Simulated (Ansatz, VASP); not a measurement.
**B: VASP beside Ansatz**

```
CELL_PARAMETERS angstrom
1.62456 0.00000 0.00000
0.00000 2.86615 0.00000
0.00000 0.00000 3.91440
ATOMIC_POSITIONS crystal
B 0.99998 0.51209 0.61590
B 0.51403 0.00547 0.39753
```

Change from the starting cell: atoms moved at random, drawn with an rms of 0.05 Å.

Alike in both runs: task single point; functional PBE; k mesh 16 × 9 × 7; occupations fermi-dirac, width 0.05 eV; no spin polarisation.

|  | VASP | Ansatz |
| --- | --- | --- |
| version | VASP 6.6.1 | Ansatz 0.2.0 |
| potentials or method | VASP PAW PBE potentials, release 64 (B) | Ansatz PAW soft_1 |
| plane-wave cutoff (eV) | 520 | 420 |
| valence electrons in the cell | 6 | 6 |

```csv
,VASP,Ansatz,Ansatz less VASP
gap on the k mesh at the Fermi level (eV),none,none,-
pressure (GPa),0.2,0.2,-0.02
"traceless stress, the component that is largest in VASP (GPa)",1.70,1.70,-0.003
rms of the force components (eV/Å),0.160,0.160,-0.0005
```

Atom by atom the forces differ by 0.001 eV/Å (rms over components). A gap of «none» marks a metal or a gap that the smearing closes. With one functional, cell and mesh, what is left measures potentials, basis and numerics.
